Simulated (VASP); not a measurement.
Wanted: the native input for a VASP 6.6.1 run.

| Property | Result |
| --- | --- |
| Task | single point |
| Functional | LDA |
| Potentials or basis | VASP PAW LDA potentials, release 64 (Sr_sv, O) |
| Cutoff | 520 eV |
| k mesh | 8 × 8 × 8 |
| Occupations | fermi-dirac, width 0.02 eV |
| Spin | no spin polarisation |
| Dipole correction | no |
| Further INCAR settings | ALGO = Normal; EDIFF = 1e-06; NBANDS = 15 |

The structure of SrO lies in POSCAR:

```
SrO
1.0
    0.0000000000      2.5441020000      2.5698000000
    2.5441020000      0.0000000000      2.5698000000
    2.5441020000      2.5441020000      0.0000000000
Sr O
1 1
Direct
    0.0000000000      0.0000000000      0.0000000000
    0.5000000000      0.5000000000      0.5000000000
```

This cell differs from its parent crystal: equal xx and yy strain of -1 %.

The input as run:

INCAR

```
  ALGO = Normal
  EDIFF = 1E-6
  ENCUT = 520
  ISIF = 2
  ISMEAR = -1
  LASPH = T
  LCHARG = T
  LELF = T
  LREAL = F
  LVHAR = T
  LWAVE = F
  NBANDS = 15
  NELM = 100
  PREC = Accurate
  SIGMA = 0.02
```

KPOINTS

```
k-points
0
Gamma
  8 8 8
```

Potentials or basis: VASP PAW LDA potentials, release 64 (Sr_sv, O).

The run is started by

```sh
$ cat potpaw_LDA.64/Sr_sv/POTCAR potpaw_LDA.64/O/POTCAR > POTCAR
$ mpirun -np 1 vasp_std > vasp.out
```

It gave:

* Pressure: -1.6 GPa
* Band gap on the k mesh: 3.06 eV (least direct gap 3.12 eV)

Caveat: the cell differs from its parent crystal (equal xx and yy strain of -1 %).

Run time: 15 s on 1 thread of AMD EPYC 9R45 96-Core Processor (Zen 5), on a shared host, peak memory 0.13 GiB.
